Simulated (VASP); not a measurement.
Runs of VASP 6.6.1 on Sb. The structure is that of space group Im-3m (No. 229), or close to it. The cells are those of the table. 

| level | potentials or basis | cell | k mesh | gap on the mesh (eV) | pressure (GPa) |
| --- | --- | --- | --- | --- | --- |
| PBE | VASP PAW PBE potentials, release 64 (Sb) | a = 3.125 Å, angles 109.5°, 1 atom | 16 × 16 × 16 | none | (a) |
| PBE | VASP PAW PBE potentials, release 64 (Sb) | a = 3.275, b = 3.410, c = 3.257 Å, angles 110.6, 108.9, 110.0°, 1 atom | 14 × 14 × 14 | none | -0.9 |
| LDA | VASP PAW LDA potentials, release 64 (Sb) | a = 3.132 Å, angles 109.5°, 1 atom | 16 × 16 × 16 | none | (b) |
| PBE | VASP PAW PBE potentials, release 64 (Sb) | a = 3.330 Å, angles 109.5°, 1 atom | 16 × 16 × 16 | none | -2.3 |
| PBEsol | VASP PAW PBE potentials, release 64 (Sb) | a = 3.336 Å, angles 109.5°, 1 atom | 16 × 16 × 16 | none | -5.3 |
| PBE | VASP PAW PBE potentials, release 64 (Sb) | a = 3.246 Å, angles 109.5°, 1 atom | 16 × 16 × 16 | none | 2.0 |

Alike in all rows: task single point; no spin polarisation; cutoff (eV) 520; smearing gaussian 0.1 eV.

Fill in the values left out.

(a) 12.2; (b) 6.5.

Caveats: spin-orbit coupling is left out, which moves the levels of the heavy elements; the PAW data sets were made with another functional, which shifts forces and pressure a little (some runs).

A k mesh can miss the band edges, and the runs leave out spin-orbit coupling on Sb.

A gap of «none» marks levels without a gap at the run's occupations.
